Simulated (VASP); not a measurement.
# Co (P6_3/mmc) in VASP: single point with LDA

Aim: the single point of Co with LDA.

All numbers are computed with VASP 6.6.1; they aren't measurements. Logs are shortened: lines on timing, memory, paths and dates and some standing lists are left out, and cuts for length are marked.

## (1) The cell of the first run

The structure is hexagonal, space group P6_3/mmc (No. 194). The conventional cell has a = 2.507 Å, b = 2.507 Å, c = 4.070 Å, α = 90.00°, β = 90.00°, γ = 120.00°. Co (site symmetry -6m2) has 12 Co at 2.50 to 2.51 Å within 3.3 Å.

## (2) Single point, LDA, collinear spin, ferromagnetic start

INCAR reads:

```
ALGO = Normal ; EDIFF = 1E-6
ENCUT = 690 ; GGA = CA
GGA_COMPAT = False ; ISIF = 2
ISMEAR = 0 ; ISPIN = 2
LASPH = True ; LCHARG = True
LELF = True ; LMAXMIX = 4
LORBIT = 11 ; LREAL = False
LVHAR = True ; LWAVE = False
MAGMOM = 3 3 ; NBANDS = 28
NELM = 200 ; PREC = Accurate
SIGMA = 0.1
```

KPOINTS reads:

```
k-points
0
Gamma
  9 9 4
```

POSCAR reads:

```
Co
1.0
    2.5074000000      0.0000000000      0.0000000000
   -1.2537000000      2.1714720974      0.0000000000
    0.0000000000      0.0000000000      4.0699000000
Co
2
Direct
    0.3333333333      0.6666666667      0.2500000000
    0.6666666667      0.3333333333      0.7500000000
```

Potentials or basis: VASP PAW LDA potentials, release 64 (Co_sv).

On the command line:

```
$ cat potpaw_LDA.64/Co_sv/POTCAR > POTCAR
$ mpirun -np 1 vasp_std > vasp.out
```

OUTCAR:

```text
EDIFF = 1E-6
   ENCUT = 690
   GGA = CA
   ISIF = 2
   ISMEAR = 0
   ISPIN = 2
   LASPH = True
   LORBIT = 11
   LREAL = False
   NELM = 200
   PREC = Accurate

 ion  position               nearest neighbor table
   1  0.333  0.667  0.250-   2 2.50   2 2.50   2 2.50   2 2.50   2 2.50   2 2.50
   2  0.667  0.333  0.750-   1 2.50   1 2.50   1 2.50   1 2.50   1 2.50   1 2.50

  LATTYP: Found a hexagonal cell.
 ALAT       =     2.5074000000
 C/A-ratio  =     1.6231554598

  Lattice vectors:

 A1 = (   2.5074000000,   0.0000000000,   0.0000000000)
 A2 = (  -1.2537000000,   2.1714720974,   0.0000000000)
 A3 = (   0.0000000000,   0.0000000000,   4.0699000000)

Analysis of symmetry for initial positions (statically):
=====================================================================
 Subroutine PRICEL returns:
 Original cell was already a primitive cell.

 Routine SETGRP: Setting up the symmetry group for a
 hexagonal supercell.

 Subroutine GETGRP returns: Found 24 space group operations
 (whereof 12 operations were pure point group operations)
 out of a pool of 24 trial point group operations.

The static configuration has the point symmetry D_3d.
 The point group associated with its full space group is D_6h.

Analysis of symmetry for dynamics (positions and initial velocities):
=====================================================================
 Subroutine PRICEL returns:
 Original cell was already a primitive cell.

 Routine SETGRP: Setting up the symmetry group for a
 hexagonal supercell.

 Subroutine GETGRP returns: Found 24 space group operations
 (whereof 12 operations were pure point group operations)
 out of a pool of 24 trial point group operations.

The dynamic configuration has the point symmetry D_3d.
 The point group associated with its full space group is D_6h.

Analysis of structural, dynamic, and magnetic symmetry:
=====================================================================
 Subroutine PRICEL returns:
 Original cell was already a primitive cell.

 Routine SETGRP: Setting up the symmetry group for a
 hexagonal supercell.

 Subroutine GETGRP returns: Found 24 space group operations
 (whereof 12 operations were pure point group operations)
 out of a pool of 24 trial point group operations.

The overall configuration has the point symmetry D_3d.
 The point group associated with its full space group is D_6h.

 Subroutine INISYM returns: Found 24 space group operations
 (whereof 12 operations are pure point group operations),
 and found     1 'primitive' translations

----------------------------------------------------------------------------------------

                                     Primitive cell

  volume of cell :      22.1596

  direct lattice vectors                    reciprocal lattice vectors
     2.507400000  0.000000000  0.000000000     0.398819494  0.230258542  0.000000000
    -1.253700000  2.171472097  0.000000000     0.000000000  0.460517085  0.000000000
     0.000000000  0.000000000  4.069900000     0.000000000  0.000000000  0.245706283

  length of vectors
     2.507400000  2.507400000  4.069900000     0.460517085  0.460517085  0.245706283

  position of ions in fractional coordinates (direct lattice)
     0.333333333  0.666666667  0.250000000
     0.666666667  0.333333333  0.750000000

  ion indices of the primitive-cell ions
   primitive index   ion index
                 1           1
                 2           2

----------------------------------------------------------------------------------------

 KPOINTS: k-points

Automatic generation of k-mesh.
 Grid dimensions read from file:
 generate k-points for:    9    9    4

 Generating k-lattice:

  Cartesian coordinates                     Fractional coordinates (reciprocal lattice)
     0.044313277  0.025584282  0.000000000     0.111111111  0.000000000  0.000000000
     0.000000000  0.051168565  0.000000000     0.000000000  0.111111111  0.000000000
     0.000000000  0.000000000  0.061426571     0.000000000  0.000000000  0.250000000

  Length of vectors
     0.051168565  0.051168565  0.061426571

  Shift w.r.t. Gamma in fractional coordinates (k-lattice)
     0.000000000  0.000000000  0.000000000

 Subroutine IBZKPT returns following result:
 ===========================================

 Found     36 irreducible k-points:

 Following reciprocal coordinates:
            Coordinates               Weight
  0.000000  0.000000  0.000000      1.000000
  0.111111  0.000000  0.000000      6.000000
  0.222222 -0.000000  0.000000      6.000000
  0.333333  0.000000  0.000000      6.000000
  0.444444 -0.000000  0.000000      6.000000
  0.111111  0.111111  0.000000      6.000000
[... 16 lines left out ...]
  0.333333  0.222222  0.250000     24.000000
  0.333333  0.333333  0.250000      4.000000
 [... further k-points ...]
   k-points           NKPTS =     36   k-points in BZ     NKDIM =     36   number of bands    NBANDS=     28
   number of dos      NEDOS =    301   number of ions     NIONS =      2
   total plane-waves  NPLWV =  20736
   dimension x,y,z NGX =    24 NGY =   24 NGZ =   36
   dimension x,y,z NGXF=    48 NGYF=   48 NGZF=   72
   ions per type =               2
   NGX,Y,Z   is equivalent  to a cutoff of  15.91, 15.91, 14.71 a.u.
   NGXF,Y,Z  is equivalent  to a cutoff of  31.83, 31.83, 29.41 a.u.
 SYSTEM =  unknown system
   PREC   = accura    normal or accurate (medium, high low for compatibility)
   ISTART =      0    job   : 0-new  1-cont  2-samecut
   ICHARG =      2    charge: 1-file 2-atom 10-const
   ISPIN  =      2    spin polarized calculation?
   LNONCOLLINEAR =      F non collinear calculations
   LSORBIT =      F    spin-orbit coupling
   LASPH  =      T    aspherical Exc in radial PAW
   ENCUT  =  690.0 eV  50.71 Ry    7.12 a.u.   5.37  5.37  8.72*2*pi/ulx,y,z
   NELM   =    200;   NELMIN=  2; NELMDL= -5     # of ELM steps
   EDIFF  = 0.1E-05   stopping-criterion for ELM
   LREAL  =      F    real-space projection
   EDIFFG = 0.1E-04   stopping-criterion for IOM
   NSW    =      0    number of steps for IOM
   IBRION =     -1    ionic relax: 0-MD 1-quasi-New 2-CG
   NFREE  =      0    steps in history (QN), initial steepest desc. (CG)
   ISIF   =      2    stress and relaxation
   ISYM   =      2    0-nonsym 1-usesym 2-fastsym
   POTIM  = 0.5000    time-step for ionic-motion
   TEBEG  =    0.0;   TEEND  =   0.0 temperature during run
   PSTRESS=    0.0 pullay stress
   NELECT =      34.0000    total number of electrons
   NUPDOWN=      -1.0000    fix difference up-down
   EMIN   =  10.00;   EMAX   =-10.00  energy-range for DOS
   EFERMI =   0.00;   METHOD = LEGACY
   ISMEAR =     0;   SIGMA  =   0.10  broadening in eV -4-tet -1-fermi 0-gaus
   EFERMI_NEDOS =   21; number of points for ismear=-14 and -15
   IALGO  =     38    algorithm
   IMIX   =      4    mixing-type and parameters
     AMIX     =   0.40;   BMIX     =  1.00
     AMIX_MAG =   1.60;   BMIX_MAG =  1.00
  volume/ion in A,a.u.               =      11.08        74.77
  Fermi-wavevector in a.u.,A,eV,Ry     =   1.888197  3.568175 48.508679  3.565287
  Thomas-Fermi vector in A             =   2.930067
   LORBIT       =     11    0 simple, 1 ext, 2 COOP (PROOUT), +10 PAW based schemes
   GGA     = CA    functional components
   LHFCALC =     F    Hartree Fock is set to
   AEXX    =    0.0000 exact exchange contribution
   IVDW    =     0    specifies the selected vdW correction
   LEPSILON=     F    determine dielectric tensor
   LRPA    =     F    only Hartree local field effects (RPA)
 spin polarized calculation
 Gauss-broadening in eV      SIGMA  =   0.10
  energy-cutoff  :      690.00
  volume of cell :       22.16
 maximum number of plane-waves:       941
 NGX is ok and might be reduce to    24
   NGX = 11   NGY = 11   NGZ = 17

 number of electron      33.9999998 magnetization       3.0350588

 Free energy of the ion-electron system (eV)
  ---------------------------------------------------
  ext. energy  EPLUGINS =         0.00000000
  ---------------------------------------------------
  free energy    TOTEN  =       -16.19119694 eV

  energy without entropy =      -16.18165925  energy(sigma->0) =      -16.18642809

 E-fermi :  11.2266     XC(G=0): -14.1811

 val. band max:       11.2105104904   @ k =   0.2222   0.1111   0.5000
 cond. band min:      11.2698832006   @ k =   0.2222   0.1111   0.2500
 fundamental gap:      0.0593727102
 Fermi energy:        11.2266176610

 spin component 1

 k-point     1 :       0.0000    0.0000    0.0000
  band No.  band energies     occupation
      1     -83.5918      1.00000
      2     -83.5378      1.00000
      3     -47.5522      1.00000
      4     -47.2706      1.00000
      5     -47.2706      1.00000
      6     -47.2391      1.00000
[... 20 lines left out ...]
     27      36.5912      0.00000
     28      36.5912      0.00000

 k-point     2 :       0.1111    0.0000    0.0000
  band No.  band energies     occupation
      1     -83.5864      1.00000
      2     -83.5353      1.00000
      3     -47.5401      1.00000
      4     -47.2968      1.00000
      5     -47.2789      1.00000
      6     -47.2527      1.00000
[... 20 lines left out ...]
     27      37.0715      0.00000
     28      39.8229      0.00000

 k-point     3 :       0.2222   -0.0000    0.0000
  band No.  band energies     occupation
      1     -83.5722      1.00000
      2     -83.5293      1.00000
      3     -47.5071      1.00000
      4     -47.3644      1.00000
      5     -47.3210      1.00000
      6     -47.2998      1.00000
[... 616 lines left out ...]
      3     -47.4847      1.00000
      4     -47.4609      1.00000
      5     -47.3992      1.00000
      6     -47.3543      1.00000
[... 20 lines left out ...]
     27      33.0665      0.00000
     28      38.8457      0.00000

 k-point    24 :       0.3333    0.3333    0.2500
  band No.  band energies     occupation
      1     -83.5265      1.00000
      2     -83.5265      1.00000
      3     -47.4528      1.00000
      4     -47.4528      1.00000
      5     -47.4407      1.00000
      6     -47.3750      1.00000
[... 20 lines left out ...]
     27      30.0435      0.00000
     28      40.3079      0.00000

 [... further k-points ...]

 spin component 2

 k-point     1 :       0.0000    0.0000    0.0000
  band No.  band energies     occupation
      1     -81.8139      1.00000
      2     -81.7564      1.00000
      3     -45.8353      1.00000
      4     -45.5505      1.00000
      5     -45.5505      1.00000
      6     -45.5021      1.00000
[... 20 lines left out ...]
     27      37.0166      0.00000
     28      37.0166      0.00000

 k-point     2 :       0.1111    0.0000    0.0000
  band No.  band energies     occupation
      1     -81.8081      1.00000
      2     -81.7537      1.00000
      3     -45.8222      1.00000
      4     -45.5788      1.00000
      5     -45.5595      1.00000
      6     -45.5318      1.00000
[... 20 lines left out ...]
     27      37.2087      0.00000
     28      40.2075      0.00000

 k-point     3 :       0.2222   -0.0000    0.0000
  band No.  band energies     occupation
      1     -81.7930      1.00000
      2     -81.7473      1.00000
      3     -45.7865      1.00000
      4     -45.6518      1.00000
      5     -45.6054      1.00000
      6     -45.5819      1.00000
[... 616 lines left out ...]
      3     -45.7774      1.00000
      4     -45.7521      1.00000
      5     -45.6851      1.00000
      6     -45.6352      1.00000
[... 20 lines left out ...]
     27      33.4035      0.00000
     28      39.1402      0.00000

 k-point    24 :       0.3333    0.3333    0.2500
  band No.  band energies     occupation
      1     -81.7443      1.00000
      2     -81.7443      1.00000
      3     -45.7412      1.00000
      4     -45.7412      1.00000
      5     -45.7339      1.00000
      6     -45.6630      1.00000
[... 20 lines left out ...]
     27      30.4331      0.00000
     28      40.5096      0.00000

 [... further k-points ...]

------------------------ aborting loop because EDIFF is reached ----------------------------------------

  FORCE on cell =-STRESS in cart. coord.  units (eV):
  Direction    XX          YY          ZZ          XY          YZ          ZX
  --------------------------------------------------------------------------------------
  -------------------------------------------------------------------------------------
  Total       -3.2409699     -3.2409699     -3.4041568     -0.0000000      0.0000000      0.0000000
  in kB     -234.3278818   -234.3278818   -246.1265819     -0.0000000      0.0000000      0.0000000
  external PRESSURE =    -238.2607818 kB  Pullay stress =       0.0000000 kB

 VOLUME and BASIS-vectors are now :
 -----------------------------------------------------------------------------
  energy-cutoff  :      690.00
  volume of cell :       22.16
      direct lattice vectors                 reciprocal lattice vectors
     2.507400000  0.000000000  0.000000000     0.398819494  0.230258542  0.000000000
    -1.253700000  2.171472097  0.000000000     0.000000000  0.460517085  0.000000000
     0.000000000  0.000000000  4.069900000     0.000000000  0.000000000  0.245706283

 POSITION                                       TOTAL-FORCE (eV/Angst)
 -----------------------------------------------------------------------------------
     -0.00000      1.44765      1.01747        -0.000000     -0.000000      0.000000
      1.25370      0.72382      3.05242         0.000000      0.000000      0.000000
 -----------------------------------------------------------------------------------
    total drift:                               -0.000000      0.000000     -0.000000

  FREE ENERGIE OF THE ION-ELECTRON SYSTEM (eV)
  ---------------------------------------------------
  free  energy   TOTEN  =       -16.1911969408 eV

  energy  without entropy=      -16.1816592459  energy(sigma->0) =      -16.18642809

 total charge

# of ion       s       p       d       tot
------------------------------------------
    1        2.242   6.110   6.706  15.058
    2        2.242   6.110   6.706  15.058
--------------------------------------------------
tot          4.485  12.219  13.413  30.117

 magnetization (x)

# of ion       s       p       d       tot
------------------------------------------
    1       -0.005  -0.010   1.568   1.553
    2       -0.005  -0.010   1.568   1.553
--------------------------------------------------
tot         -0.010  -0.020   3.137   3.107
```

Wall time 35 s (1 thread of Intel Xeon Platinum 8488C (Sapphire Rapids), shared host); peak memory 0.16 GiB.

What came out:

```
Free energy                                           : -16.1912 eV
Pressure                                              : -23.8 GPa
Net moment                                            : 3.04 μB per cell
Site moments                                          : Co +1.55 μB
Valence electrons inside the program's atomic spheres : Co 15.06
```

Caveat: the k points lie up to 0.39 Å⁻¹ apart.
